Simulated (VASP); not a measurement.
# Ga15CuHN16 (a cell with a defect) in VASP: a series of runs

Runs on Ga15CuHN16 (a cell with a defect). Level: PBE. Tasks: single point.

Program: VASP 6.6.1. These are calculated values, not measurements. Logs are shortened: lines on timing, memory, paths and dates and some standing lists are left out, and cuts for length are marked.

## Step 1: The cell of the first run

The cell holds a defect, 33 atoms: a = 6.437 Å, b = 6.437 Å, c = 10.487 Å, α = 90.00°, β = 90.00°, γ = 120.00°.

## Step 2: Single point, PBE

Contents of INCAR:

```
SYSTEM = Ga15CuHN16
PREC     = Accurate       ! precision mode
ENCUT    = 520            ! plane-wave cutoff, eV
EDIFF    = 1E-6           ! SCF threshold, eV
ISMEAR   = 0              ! smearing method
SIGMA    = 0.01           ! smearing width, eV
LREAL    = Auto         
LASPH    = .True.         ! aspherical terms in the spheres
NELM     = 80             ! most SCF steps
ALGO     = Normal         ! electronic algorithm
ISIF     = 2              ! what is computed and relaxed
LWAVE    = .False.        ! write WAVECAR
LCHARG   = .False.        ! write CHGCAR
GGA      = PE             ! functional
NELECT   = 288.0        
NBANDS   = 166            ! bands
```

Contents of KPOINTS:

```
Automatic mesh
0
Gamma
  1 1 1
  0.25 0.25 0.25
```

Contents of POSCAR:

```
Ga15CuHN16
1.0
    6.4372426888      0.0000000007      0.0000000000
   -3.2186213488      5.5748157007      0.0000000000
    0.0000000000      0.0000000000     10.4870679900
Ga N Cu H
15 16 1 1
Direct
    0.3488879893      0.1738251823      0.2432397207
    0.1608548478      0.3433189796      0.5027137174
    0.3357122203      0.1669320907      0.7491065195
    0.1677531295      0.3367691216      0.9996266336
    0.3383568155      0.6691386132      0.2491732704
    0.1566041825      0.8140907043      0.5038912805
    0.3372106793      0.6673635019      0.7500932795
    0.1674744366      0.8361291897      0.9991607364
    0.8395037516      0.1702371062      0.2523874606
    0.8319552005      0.1668945100      0.7491078485
    0.6691700425      0.3371223355      0.9960672847
    0.8379482627      0.6696537266      0.2502053209
    0.6702726663      0.8408949354      0.4978153569
    0.8302011968      0.6625027500      0.7494708092
    0.6685314904      0.8377113306      1.0003925617
    0.2709348519      0.1335038092      0.4253085663
    0.1738923046      0.3379183242      0.1863848696
    0.3326136241      0.1686873416      0.9396507379
    0.1677130628      0.3339256909      0.6901554251
    0.3361186702      0.6693910195      0.4376425342
    0.1731472221      0.8360223243      0.1859336840
    0.3355306427      0.6699863751      0.9379717725
    0.1664945491      0.8318229186      0.6915991551
    0.8352226185      0.1667563351      0.4356535509
    0.6772250723      0.3386728461      0.1845672147
    0.8364650524      0.1686944504      0.9391622068
    0.6648389946      0.3311104418      0.7021044592
    0.8349449764      0.6835922596      0.4319096577
    0.6700192341      0.8366744817      0.1868053744
    0.8354752510      0.6723701188      0.9397080843
    0.6685936722      0.8344435658      0.6884496444
    0.7154304089      0.3692258877      0.5151553019
    0.0904289694      0.0409807704      0.3951221231
```

Potentials or basis: VASP PAW PBE potentials, release 64 (Ga_d, N, Cu, H).

Command:

```sh
cat potpaw_PBE.64/Ga_d/POTCAR potpaw_PBE.64/N/POTCAR potpaw_PBE.64/Cu/POTCAR potpaw_PBE.64/H/POTCAR > POTCAR
mpirun -np 1 vasp_std > vasp.out
```

OUTCAR:

```text
SYSTEM = Ga15CuHN16
   PREC = Accurate
   ENCUT = 520
   EDIFF = 1E-6
   ISMEAR = 0
   LREAL = Auto
   LASPH = .True.
   NELM = 80
   ISIF = 2
   GGA = PE
   NELECT = 288.0

 ion  position               nearest neighbor table
   1  0.349  0.174  0.243-  25 1.93  16 1.96  21 1.98  17 1.98
   2  0.161  0.343  0.503-  20 1.94  24 1.95  19 1.97  16 1.99
   3  0.336  0.167  0.749-  27 1.90  23 1.96  19 1.97  18 2.00
   4  0.168  0.337  1.000-  26 1.95  17 1.96  18 1.96  22 1.97
   5  0.338  0.669  0.249-  17 1.96  29 1.96  21 1.97  20 1.98
   6  0.157  0.814  0.504-  20 1.94  28 1.96  23 1.97  16 1.98  32 2.85
   7  0.337  0.667  0.750-  31 1.96  19 1.96  23 1.97  22 1.97
   8  0.167  0.836  0.999-  30 1.95  18 1.96  21 1.96  22 1.97
   9  0.840  0.170  0.252-  24 1.92  25 1.98  29 1.98  17 1.99
  10  0.832  0.167  0.749-  27 1.91  31 1.96  19 1.97  26 1.99
  11  0.669  0.337  0.996-  30 1.96  26 1.96  18 1.97  25 1.98
  12  0.838  0.670  0.250-  28 1.91  25 1.97  29 1.98  21 1.99
[... 18 lines left out ...]
  31  0.669  0.834  0.688-   7 1.96  10 1.96  14 1.97  13 2.00
  32  0.715  0.369  0.515-  28 1.97  27 1.98  24 2.00   6 2.85
  33  0.090  0.041  0.395-  16 1.06

  LATTYP: Found a hexagonal cell.
 ALAT       =     6.4372426888
 C/A-ratio  =     1.6291242224

  Lattice vectors:

 A1 = (   6.4372426888,   0.0000000007,   0.0000000000)
 A2 = (  -3.2186213488,   5.5748157007,   0.0000000000)
 A3 = (   0.0000000000,   0.0000000000,  10.4870679900)

Analysis of symmetry for initial positions (statically):
=====================================================================
 Subroutine PRICEL returns:
 Original cell was already a primitive cell.

 Routine SETGRP: Setting up the symmetry group for a
 hexagonal supercell.

 Subroutine GETGRP returns: Found  1 space group operations
 (whereof  1 operations were pure point group operations)
 out of a pool of 24 trial point group operations.

The static configuration has the point symmetry C_1 .

Analysis of symmetry for dynamics (positions and initial velocities):
=====================================================================
 Subroutine PRICEL returns:
 Original cell was already a primitive cell.

 Routine SETGRP: Setting up the symmetry group for a
 hexagonal supercell.

 Subroutine GETGRP returns: Found  1 space group operations
 (whereof  1 operations were pure point group operations)
 out of a pool of 24 trial point group operations.

The dynamic configuration has the point symmetry C_1 .

 Subroutine INISYM returns: Found  1 space group operations
 (whereof  1 operations are pure point group operations),
 and found     1 'primitive' translations

----------------------------------------------------------------------------------------

                                     Primitive cell

  volume of cell :     376.3436

  direct lattice vectors                    reciprocal lattice vectors
     6.437242689  0.000000001  0.000000000     0.155346015  0.089689064  0.000000000
    -3.218621349  5.574815701  0.000000000    -0.000000000  0.179378127  0.000000000
     0.000000000  0.000000000 10.487067990     0.000000000  0.000000000  0.095355537

  length of vectors
     6.437242689  6.437242693 10.487067990     0.179378127  0.179378127  0.095355537

  position of ions in fractional coordinates (direct lattice)
     0.348887989  0.173825182  0.243239721
     0.160854848  0.343318980  0.502713717
     0.335712220  0.166932091  0.749106520
     0.167753129  0.336769122  0.999626634
     0.338356815  0.669138613  0.249173270
     0.156604182  0.814090704  0.503891280
[... 25 lines left out ...]
     0.715430409  0.369225888  0.515155302
     0.090428969  0.040980770  0.395122123

  ion indices of the primitive-cell ions
   primitive index   ion index
                 1           1
                 2           2
                 3           3
                 4           4
                 5           5
                 6           6
[... 25 lines left out ...]
                32          32
                33          33

----------------------------------------------------------------------------------------

 KPOINTS: Automatic mesh

Automatic generation of k-mesh.
 Grid dimensions read from file:
 generate k-points for:    1    1    1

 Generating k-lattice:

  Cartesian coordinates                     Fractional coordinates (reciprocal lattice)
     0.155346015  0.089689064  0.000000000     1.000000000  0.000000000  0.000000000
    -0.000000000  0.179378127  0.000000000    -0.000000000  1.000000000  0.000000000
     0.000000000  0.000000000  0.095355537     0.000000000  0.000000000  1.000000000

  Length of vectors
     0.179378127  0.179378127  0.095355537

  Shift w.r.t. Gamma in fractional coordinates (k-lattice)
     0.250000000  0.250000000  0.250000000

 Subroutine IBZKPT returns following result:
 ===========================================

 Found      6 irreducible k-points:

 Following reciprocal coordinates:
            Coordinates               Weight
  0.250000  0.250000  0.250000      2.000000
 -0.250000  0.500000  0.250000      2.000000
  0.500000  0.250000  0.250000      2.000000
 -0.250000 -0.250000  0.250000      2.000000
  0.250000  0.500000  0.250000      2.000000
  0.500000 -0.250000  0.250000      2.000000
   k-points           NKPTS =      6   k-points in BZ     NKDIM =      6   number of bands    NBANDS=    166
   number of dos      NEDOS =    301   number of ions     NIONS =     33
   total plane-waves  NPLWV = 184320
   dimension x,y,z NGX =    48 NGY =   48 NGZ =   80
   dimension x,y,z NGXF=    96 NGYF=   96 NGZF=  160
   ions per type =              15  16   1   1
   NGX,Y,Z   is equivalent  to a cutoff of  12.40, 12.40, 12.68 a.u.
   NGXF,Y,Z  is equivalent  to a cutoff of  24.79, 24.79, 25.36 a.u.
 SYSTEM =  Ga15CuHN16
   PREC   = accura    normal or accurate (medium, high low for compatibility)
   ISTART =      0    job   : 0-new  1-cont  2-samecut
   ICHARG =      2    charge: 1-file 2-atom 10-const
   ISPIN  =      1    spin polarized calculation?
   LNONCOLLINEAR =      F non collinear calculations
   LSORBIT =      F    spin-orbit coupling
   LASPH  =      T    aspherical Exc in radial PAW
   ENCUT  =  520.0 eV  38.22 Ry    6.18 a.u.  11.97 11.97 19.50*2*pi/ulx,y,z
   NELM   =     80;   NELMIN=  2; NELMDL= -5     # of ELM steps
   EDIFF  = 0.1E-05   stopping-criterion for ELM
   LREAL  =      T    real-space projection
   EDIFFG = 0.1E-04   stopping-criterion for IOM
   NSW    =      0    number of steps for IOM
[... 5 lines left out ...]
   TEBEG  =    0.0;   TEEND  =   0.0 temperature during run
   PSTRESS=    0.0 pullay stress
   NELECT =     288.0000    total number of electrons
   NUPDOWN=      -1.0000    fix difference up-down
   EMIN   =  10.00;   EMAX   =-10.00  energy-range for DOS
   EFERMI =   0.00;   METHOD = LEGACY
   ISMEAR =     0;   SIGMA  =   0.01  broadening in eV -4-tet -1-fermi 0-gaus
   EFERMI_NEDOS =   21; number of points for ismear=-14 and -15
   IALGO  =     38    algorithm
   IMIX   =      4    mixing-type and parameters
     AMIX     =   0.40;   BMIX     =  1.00
     AMIX_MAG =   1.60;   BMIX_MAG =  1.00
  volume/ion in A,a.u.               =      11.40        76.96
  Fermi-wavevector in a.u.,A,eV,Ry     =   1.497422  2.829717 30.507965  2.242272
  Thomas-Fermi vector in A             =   2.609312
   LORBIT       =      0    0 simple, 1 ext, 2 COOP (PROOUT), +10 PAW based schemes
   GGA     = PE    functional components
   LHFCALC =     F    Hartree Fock is set to
   AEXX    =    0.0000 exact exchange contribution
   IVDW    =     0    specifies the selected vdW correction
   LEPSILON=     F    determine dielectric tensor
   LRPA    =     F    only Hartree local field effects (RPA)
 non-spin polarized calculation
 Gauss-broadening in eV      SIGMA  =   0.01
  energy-cutoff  :      520.00
  volume of cell :      376.34
 maximum number of plane-waves:     10144
   NGX = 23   NGY = 23   NGZ = 39

 number of electron     287.9999963 magnetization

 Free energy of the ion-electron system (eV)
  ---------------------------------------------------
  ext. energy  EPLUGINS =         0.00000000
  ---------------------------------------------------
  free energy    TOTEN  =      -192.60967120 eV

  energy without entropy =     -192.60967120  energy(sigma->0) =     -192.60967120

 E-fermi :   6.8125     XC(G=0): -11.5656

 val. band max:        6.7110067674   @ k =  -0.2500  -0.2500   0.2500
 cond. band min:       8.8674033609   @ k =   0.5000  -0.2500   0.2500
 fundamental gap:      2.1563965935
 Fermi energy:         6.8125475909

 k-point     1 :       0.2500    0.2500    0.2500
  band No.  band energies     occupation
      1     -11.1439      2.00000
      2     -10.5091      2.00000
      3     -10.3090      2.00000
      4     -10.2718      2.00000
      5     -10.2168      2.00000
      6     -10.1545      2.00000
[... 148 lines left out ...]
    155      10.8971      0.00000
    156      11.0087      0.00000

 k-point     2 :      -0.2500    0.5000    0.2500
  band No.  band energies     occupation
      1     -11.1327      2.00000
      2     -10.5190      2.00000
      3     -10.3164      2.00000
      4     -10.2572      2.00000
      5     -10.2360      2.00000
      6     -10.1502      2.00000
[... 148 lines left out ...]
    155      10.8179      0.00000
    156      11.0449      0.00000

 k-point     3 :       0.5000    0.2500    0.2500
  band No.  band energies     occupation
      1     -11.1440      2.00000
      2     -10.5165      2.00000
      3     -10.3070      2.00000
      4     -10.2529      2.00000
      5     -10.2277      2.00000
      6     -10.1464      2.00000
[... 148 lines left out ...]
    155      10.8700      0.00000
    156      11.0259      0.00000

 k-point     4 :      -0.2500   -0.2500    0.2500
  band No.  band energies     occupation
      1     -11.1433      2.00000
      2     -10.5165      2.00000
      3     -10.3066      2.00000
      4     -10.2539      2.00000
      5     -10.2264      2.00000
      6     -10.1470      2.00000
[... 148 lines left out ...]
    155      10.8882      0.00000
    156      11.0360      0.00000

 k-point     5 :       0.2500    0.5000    0.2500
  band No.  band energies     occupation
      1     -11.1326      2.00000
      2     -10.5196      2.00000
      3     -10.3134      2.00000
      4     -10.2581      2.00000
      5     -10.2381      2.00000
      6     -10.1510      2.00000
[... 148 lines left out ...]
    155      10.8185      0.00000
    156      11.0332      0.00000

 k-point     6 :       0.5000   -0.2500    0.2500
  band No.  band energies     occupation
      1     -11.1446      2.00000
      2     -10.5097      2.00000
      3     -10.3062      2.00000
      4     -10.2713      2.00000
      5     -10.2201      2.00000
      6     -10.1558      2.00000
[... 148 lines left out ...]
    155      10.8781      0.00000
    156      11.0072      0.00000
 [bands above 156 left out]

------------------------ aborting loop because EDIFF is reached ----------------------------------------

  FORCE on cell =-STRESS in cart. coord.  units (eV):
  Direction    XX          YY          ZZ          XY          YZ          ZX
  --------------------------------------------------------------------------------------
  -------------------------------------------------------------------------------------
  Total       11.0576911     13.4485935     20.9884657     -1.9594631     -0.7443212     -0.8785406
  in kB       47.0750244     57.2536223     89.3525177     -8.3418658     -3.1687393     -3.7401405
  external PRESSURE =      64.5603881 kB  Pullay stress =       0.0000000 kB

 VOLUME and BASIS-vectors are now :
 -----------------------------------------------------------------------------
  energy-cutoff  :      520.00
  volume of cell :      376.34
      direct lattice vectors                 reciprocal lattice vectors
     6.437242689  0.000000001  0.000000000     0.155346015  0.089689064  0.000000000
    -3.218621349  5.574815701  0.000000000    -0.000000000  0.179378127  0.000000000
     0.000000000  0.000000000 10.487067990     0.000000000  0.000000000  0.095355537

 POSITION                                       TOTAL-FORCE (eV/Angst)
 -----------------------------------------------------------------------------------
      1.68640      0.96904      2.55087        -0.035771      0.006106     -0.029136
     -0.06955      1.91394      5.27199        -0.004584      0.002869     -0.007982
      1.62377      0.93062      7.85593        -0.025080      0.039911     -0.016847
     -0.00406      1.87743     10.48315         0.052563     -0.023224     -0.006225
      0.02438      3.73032      2.61310        -0.065987      0.048235      0.011183
     -1.61215      4.53841      5.28434         0.007911     -0.039703      0.016028
[... 25 lines left out ...]
      3.41700      2.05837      5.40247         0.027406     -0.002276     -0.061239
      0.45021      0.22846      4.14367         0.037482      0.076855      0.012715
 -----------------------------------------------------------------------------------
    total drift:                               -0.008066     -0.002015      0.003418

  FREE ENERGIE OF THE ION-ELECTRON SYSTEM (eV)
  ---------------------------------------------------
  free  energy   TOTEN  =      -192.6096712037 eV

  energy  without entropy=     -192.6096712037  energy(sigma->0) =     -192.60967120
```

It took 28 min on 1 thread of Intel Xeon Platinum 8488C (Sapphire Rapids), shared host; peak memory 0.59 GiB.

What came out:

```
Free energy   : -192.6097 eV
Largest force : 0.225 eV/Å
```

Forces on the atoms (eV/Å):
```
Ga  -0.036  0.006 -0.029
Ga  -0.005  0.003 -0.008
Ga  -0.025  0.040 -0.017
Ga   0.053 -0.023 -0.006
Ga  -0.066  0.048  0.011
Ga   0.008 -0.040  0.016
Ga  -0.051  0.040 -0.004
Ga   0.055 -0.027  0.012
Ga  -0.064  0.020  0.050
Ga  -0.052  0.035  0.012
Ga   0.054 -0.028 -0.010
Ga  -0.028  0.031 -0.012
Ga   0.046  0.020 -0.028
Ga  -0.052  0.020 -0.021
Ga   0.053 -0.029  0.003
N   -0.056  0.146  0.012
N    0.007 -0.028  0.013
N    0.000 -0.006 -0.003
N    0.008 -0.004  0.045
N   -0.014 -0.019 -0.018
N    0.011  0.004 -0.024
N    0.002 -0.009  0.004
N    0.023 -0.006 -0.090
N    0.017 -0.109 -0.075
N   -0.019  0.003  0.013
N    0.003 -0.002  0.022
N   -0.028 -0.004  0.022
N    0.080 -0.143  0.154
N    0.000  0.000 -0.008
N    0.002  0.000 -0.017
N    0.006 -0.016  0.032
Cu   0.027 -0.002 -0.061
H    0.037  0.077  0.013
```

Caveat: the k points lie up to 0.56 Å⁻¹ apart; the cell carries a net charge on a neutralising background, which shifts energy and pressure; the cell is charged against a uniform background, so pressure and absolute levels hang on convention.

## Step 3: Single point, PBE

Contents of INCAR:

```
PREC = Accurate
ENCUT = 520
EDIFF = 1E-6
ISMEAR = 0
SIGMA = 0.01
LREAL = Auto
LASPH = True
NELM = 60
ALGO = Normal
ISIF = 2
LWAVE = False
LCHARG = True
GGA = PE
LELF = True
LVHAR = True
NBANDS = 166
NELECT = 286.0
```

KPOINTS is that of step 2.

Contents of POSCAR:

```
Ga15CuHN16
1.0
    6.4372426888      0.0000000007      0.0000000000
   -3.2186213488      5.5748157007      0.0000000000
    0.0000000000      0.0000000000     10.4870679900
Ga N Cu H
15 16 1 1
Direct
    0.3404138320      0.1685994221      0.2417795574
    0.1699726354      0.3457457624      0.5084840428
    0.3421106479      0.1652163354      0.7479892643
    0.1679620751      0.3344067082      0.9994652714
    0.3323546834      0.6651135778      0.2498075314
    0.1652976567      0.8229896866      0.5079279882
    0.3408111563      0.6655284147      0.7549816132
    0.1677385919      0.8336215129      0.9992360190
    0.8331543377      0.1668624944      0.2510300450
    0.8418556518      0.1621027252      0.7509201754
    0.6701596403      0.3345776661      0.9993988250
    0.8319424454      0.6663537148      0.2491789922
    0.6582742143      0.8335235515      0.5045636249
    0.8398788672      0.6657814265      0.7507142250
    0.6682391638      0.8338862357      1.0007987615
    0.2700234511      0.1347131031      0.4277597433
    0.1666172232      0.3325026208      0.1892351470
    0.3377299871      0.1684744022      0.9382774110
    0.1762296128      0.3338382590      0.6929349103
    0.3313104086      0.6671268745      0.4393935718
    0.1655331366      0.8310909627      0.1888854217
    0.3358163445      0.6673494481      0.9414902755
    0.1736799849      0.8309952557      0.6922613195
    0.8309760607      0.1614547731      0.4470632867
    0.6714730239      0.3349981224      0.1889234939
    0.8347817448      0.1663598887      0.9391558150
    0.6790505889      0.3308099897      0.6854760006
    0.8296252951      0.6805087068      0.4415128423
    0.6666041795      0.8339362320      0.1908458141
    0.8347989812      0.6662853479      0.9387029871
    0.6715924852      0.8299042351      0.6915510917
    0.7271014182      0.3716485897      0.4999276290
    0.0913673859      0.0429939867      0.3960656519
```

Potentials or basis: VASP PAW PBE potentials, release 64 (Ga_d, N, Cu, H).

Command:

```sh
cat potpaw_PBE.64/Ga_d/POTCAR potpaw_PBE.64/N/POTCAR potpaw_PBE.64/Cu/POTCAR potpaw_PBE.64/H/POTCAR > POTCAR
mpirun -np 1 vasp_std > vasp.out
```

Wall time 27 min (1 thread of Intel Xeon Platinum 8488C (Sapphire Rapids), shared host); peak memory 0.59 GiB.

It converged, with:

```
Free energy   : -203.7045 eV
Largest force : 0.278 eV/Å
```

Forces in eV/Å, atoms in the order of the input:
```
Ga  -0.048  0.001 -0.063
Ga  -0.036 -0.021  0.010
Ga  -0.101  0.006  0.051
Ga   0.049 -0.027  0.022
Ga  -0.048  0.014  0.006
Ga   0.072 -0.094 -0.007
Ga  -0.026  0.044  0.026
Ga   0.095 -0.028  0.022
Ga  -0.029  0.026 -0.005
Ga   0.006 -0.022  0.026
Ga   0.034 -0.048 -0.005
Ga  -0.013 -0.008 -0.036
Ga   0.022 -0.051  0.061
Ga  -0.077  0.050 -0.024
Ga   0.016 -0.023 -0.008
N   -0.051  0.081 -0.041
N   -0.026  0.001 -0.005
N    0.030 -0.023 -0.031
N   -0.020  0.003 -0.054
N   -0.039 -0.040 -0.018
N    0.018  0.045 -0.036
N   -0.010  0.009  0.003
N    0.013  0.014  0.020
N    0.005 -0.056 -0.114
N   -0.011  0.017  0.036
N    0.021  0.034 -0.034
N   -0.024  0.179  0.012
N    0.067  0.037  0.223
N   -0.018  0.005  0.000
N   -0.016 -0.006  0.043
N   -0.025  0.019 -0.017
Cu   0.112 -0.241 -0.084
H    0.057  0.103  0.020
```

Levels at points of the mesh, in eV from the Fermi level:
```tsv
k point	band 139	band 140	band 141	band 142	band 143	band 144	band 145	band 146	band 147	band 148
(0.25, 0.25, 0.25)	-0.90	-0.75	-0.69	-0.61	-0.08	0.19	4.09	4.83	5.01	5.10
```

Caveat: the k points lie up to 0.56 Å⁻¹ apart; the cell carries a net charge on a neutralising background, which shifts energy and pressure; the cell is charged against a uniform background, so pressure and absolute levels hang on convention.
